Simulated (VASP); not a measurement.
Crystal: BaTiO3.

```xyz
5
Lattice="4.0060 0.0000 0.0000 0.0000 4.0060 0.0000 0.0000 0.0000 4.0060" Properties=species:S:1:pos:R:3 pbc="T T T"
Ba    2.0030    2.0030    2.0030
Ti    0.0000    0.0000    0.0000
O     0.0000    0.0000    2.0030
O     0.0000    2.0030    0.0000
O     2.0030    0.0000    0.0000
```

Program: VASP 6.6.1. Alike in all runs: task single point; potentials or basis VASP PAW PBE potentials, release 64 (Ba_sv, Ti_sv, O); no spin polarisation; cell as given; cutoff (eV) 520.

Order these runs on this cell by their pressure, lowest first.
A. level PBEsol+U; U Ti d U = 1.0 eV; k mesh 7 × 7 × 7; smearing fermi-dirac 0.05 eV
B. level PBE; k mesh 7 × 7 × 7; smearing fermi-dirac 0.05 eV
C. level PBEsol+D3(BJ); k mesh 7 × 7 × 7; smearing fermi-dirac 0.05 eV
D. level PBE+U; U Ti d U = 6.0 eV; k mesh 6 × 6 × 6; smearing methfessel-paxton 0.1 eV
E. level PBEsol+U; U Ti d U = 3.0 eV; k mesh 7 × 7 × 7; smearing fermi-dirac 0.05 eV

C (-6.2 GPa), A (-2.0 GPa), E (-0.4 GPa), B (3.4 GPa), D (8.2 GPa).

Caveats: the PAW data sets were made with another functional, which shifts forces and pressure a little (some runs); three body term missing (some runs).
